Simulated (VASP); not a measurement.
Set up this calculation in VASP 6.6.1, as the native input.

```
Task                   : single point
Functional             : PBE
Potentials or basis    : VASP PAW PBE potentials, release 64 (Ge_d)
Cutoff                 : 520 eV
k mesh                 : 14 × 14 × 14
Occupations            : gaussian, width 0.1 eV
Spin                   : no spin polarisation
Dipole correction      : no
Further INCAR settings : ALGO = Normal; EDIFF = 1e-06; NBANDS = 21
```

The structure of Ge lies in POSCAR:

```
Ge
1.0
    0.0000000000      2.8805364331      2.8805364331
    2.8805364331      0.0000000000      2.8805364331
    2.8805364331      2.8805364331      0.0000000000
Ge
2
Direct
    0.0000000000      0.0000000000      0.0000000000
    0.2500000000      0.2500000000      0.2500000000
```

One way to write it, as run:

INCAR

```
SYSTEM = Ge
PREC     = Accurate       ! precision mode
ENCUT    = 520            ! plane-wave cutoff, eV
EDIFF    = 1E-6           ! SCF threshold, eV
ISMEAR   = 0              ! smearing method
SIGMA    = 0.1            ! smearing width, eV
LREAL    = .FALSE.        ! projectors in reciprocal space
LASPH    = .TRUE.         ! aspherical terms in the spheres
NELM     = 60             ! most SCF steps
ALGO     = Normal         ! electronic algorithm
ISIF     = 2              ! what is computed and relaxed
LWAVE    = .FALSE.        ! write WAVECAR
LCHARG   = .FALSE.        ! write CHGCAR
GGA      = PE             ! functional
NBANDS   = 21             ! bands
```

KPOINTS

```
regular mesh
0
G
  14 14 14
  0 0 0
```

Potentials or basis: VASP PAW PBE potentials, release 64 (Ge_d).

Command:

```bash
$ cat potpaw_PBE.64/Ge_d/POTCAR > POTCAR
$ mpirun -np 1 vasp_std > vasp.out
```

It gave:

The pressure is 0.0 GPa. The band gap on the k mesh is zero (filled and empty bands touch).

Run time: 82 s on 1 thread of AMD EPYC 7R43 64-Core Processor (Zen 3), on a shared host, peak memory 0.18 GiB.
